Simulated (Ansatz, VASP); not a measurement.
# Two plane-wave programs on Ru

Contents of INCAR:

```
  PREC = Accurate
  ENCUT = 520
  EDIFF = 1E-6
  ISMEAR = 0
  SIGMA = 0.15
  LREAL = F
  LASPH = T
  NELM = 80
  ALGO = Fast
  ISIF = 2
  LWAVE = F
  LCHARG = T
  GGA = PS
  LELF = T
  LVHAR = T
  NBANDS = 13
```

Contents of KPOINTS:

```
Automatic mesh
0
Gamma
  22 22 22
```

Contents of POSCAR:

```
Ru
1.0
   -0.0383000000      1.9150000000      1.9150000000
    1.9150000000     -0.0383000000      1.9150000000
    1.8767000000      1.8767000000      0.0000000000
Ru
1
Direct
    0.0000000000      0.0000000000      0.0000000000
```

Input for Ansatz:

```yaml
crystal:
  lattice:
    - [-0.0383, 1.915, 1.915]
    - [1.915, -0.0383, 1.915]
    - [1.8767, 1.8767, 0.0]
  atoms:
    - { symbol: Ru, position: [0.0, 0.0, 0.0] }
basis:
  ecutwfc: 420
kpoints:
  mp_grid: { grid: [22, 22, 22] }
hamiltonian:
  xc: pbesol
scf:
  occupations: { method: gaussian, width: 0.15 }
output:
  forces: true
  stress: true
  eigenvalues: true
```

Change from the starting cell: strain -0.0400 x Voigt [0, 0, 0, 0, 0, 1], atoms carried along.

Alike in both runs: task single point; functional PBEsol; k mesh 22 × 22 × 22; occupations gaussian, width 0.15 eV; no spin polarisation.

|  | VASP | Ansatz |
| --- | --- | --- |
| version | VASP 6.6.1 | Ansatz 0.2.0 |
| potentials or method | VASP PAW PBE potentials, release 64 (Ru_pv), cutoff 520 eV | scalar-relativistic, plane waves, PAW |
| valence electrons in the cell | 14 | 16 |

Ansatz gave:

- gap on the k mesh at the Fermi level (eV): none
- pressure (GPa): -14.1
- traceless stress, the component that is largest in VASP (GPa): 9.45

Q: Which values does VASP return?

A: gap on the k mesh at the Fermi level (eV): none; pressure (GPa): -14.3; traceless stress, the component that is largest in VASP (GPa): 9.44.

VASP's potentials were made for PBE, not for PBEsol. A gap of «none» marks a metal or a gap that the smearing closes. The functional is the same, so the differences come from potentials, cutoffs and numerics. VASP's potentials hold 14 valence electrons a cell and Ansatz's 16, so a difference there can come from the potentials and not from the codes.
